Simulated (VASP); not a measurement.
MgO2, 3 atoms in the cell. It takes space group R-3m (No. 166, trigonal). The conventional cell has a = 3.120 Å, b = 3.120 Å, c = 10.372 Å, α = 90.00°, β = 90.00°, γ = 120.00°. Mg (site symmetry -3m) has 6 O at 2.06 Å within 2.7 Å. Within 2.0 Å of O (site symmetry 3m) lie 1 O at 1.47 Å.  This cell differs from its parent crystal: strain -0.0150 x Voigt [1, 1, 0, 0, 0, 0].

- Program: VASP 6.6.1
- Task: single point
- Functional: PBEsol
- Potentials or basis: VASP PAW PBE potentials, release 64 (Mg, O)
- Cutoff: 520 eV
- k mesh: 12 × 12 × 12
- Occupations: gaussian, width 0.05 eV
- Spin: no spin polarisation
- Dipole correction: no
- Further INCAR settings: ALGO = Normal; EDIFF = 1e-06; NBANDS = 14

Potentials or basis: VASP PAW PBE potentials, release 64 (Mg, O).

Command:

```bash
$ cat potpaw_PBE.64/Mg/POTCAR potpaw_PBE.64/O/POTCAR > POTCAR
$ mpirun -np 1 vasp_std > vasp.out
```

Hardware: 1 thread of Intel(R) Xeon(R) 6975P-C (Granite Rapids) (shared host).

Problem. How long does it take, and how much memory?

Solution. Run time: 41 s on 1 thread of Intel(R) Xeon(R) 6975P-C (Granite Rapids) (shared host), peak memory 0.22 GiB. Counts: scf iterations 13, k points 189.
